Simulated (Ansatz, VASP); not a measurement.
## Two plane-wave programs on AlRu

Contents of POSCAR:

```
AlRu
1.0
    3.1411800000      0.0000000000      0.0000000000
    0.0000000000      3.1411800000      0.0000000000
    0.0000000000      0.0000000000      2.8420200000
Al Ru
1 1
Direct
    0.0000000000      0.0000000000      0.0000000000
    0.5000000000      0.5000000000      0.5000000000
```

File INCAR.step1:

```
SYSTEM = AlRu
  PREC = Accurate
  ENCUT = 520
  ISMEAR = 0
  SIGMA = 0.15
  LREAL = .FALSE.
  LASPH = .TRUE.
  NELM = 80
  NBANDS = 16
  GGA = PE
  ALGO = Normal
  EDIFF = 1E-4
  LWAVE = .TRUE.
  LCHARG = .FALSE.
```

INCAR.step2

```
SYSTEM = AlRu
  PREC = Accurate
  ENCUT = 520
  EDIFF = 1E-6
  ISMEAR = 0
  SIGMA = 0.15
  LREAL = .FALSE.
  LASPH = .TRUE.
  NELM = 80
  ALGO = Normal
  ISIF = 2
  LWAVE = .FALSE.
  LCHARG = .TRUE.
  METAGGA = R2SCAN
  LMIXTAU = .TRUE.
  LELF = .TRUE.
  LVHAR = .TRUE.
  NBANDS = 16
  ISTART = 1
```

KPOINTS

```
regular mesh
0
G
  16 16 16
  0 0 0
```

Input for Ansatz:

```yaml
crystal:
  lattice:
    - [3.14118, 0.0, 0.0]
    - [0.0, 3.14118, 0.0]
    - [0.0, 0.0, 2.84202]
  atoms:
    - { symbol: Al, position: [0.0, 0.0, 0.0] }
    - { symbol: Ru, position: [0.5, 0.5, 0.5] }
basis:
  ecutwfc: 500
kpoints:
  mp_grid: { grid: [16, 16, 16] }
hamiltonian:
  xc: r2scan
scf:
  occupations: { method: gaussian, width: 0.15 }
output:
  forces: true
  stress: true
  eigenvalues: true
```

Change from the starting cell: strain +0.050 along x and y, -0.050 along z, atoms carried along.

Alike in both runs: task single point; functional r2SCAN; k mesh 16 × 16 × 16; occupations gaussian, width 0.15 eV; no spin polarisation.

|  | VASP | Ansatz |
| --- | --- | --- |
| version | VASP 6.6.1 | Ansatz 0.2.0 |
| potentials or method | VASP PAW PBE potentials, release 64 (Al, Ru_pv), cutoff 520 eV | scalar-relativistic, plane waves, PAW |
| valence electrons in the cell | 17 | 19 |

```tsv
	VASP	Ansatz	Ansatz less VASP
gap on the k mesh at the Fermi level (eV)	none	none	-
pressure (GPa)	-9.6	-9.7	-0.05
traceless stress, the component that is largest in VASP (GPa)	12.48	12.43	-0.051
```

VASP's potentials were made for PBE, not for r2SCAN. A gap of «none» marks a metal or a gap that the smearing closes. The functional is the same, so the differences come from potentials, cutoffs and numerics. VASP's potentials hold 17 valence electrons a cell and Ansatz's 19, so a difference there can come from the potentials and not from the codes.
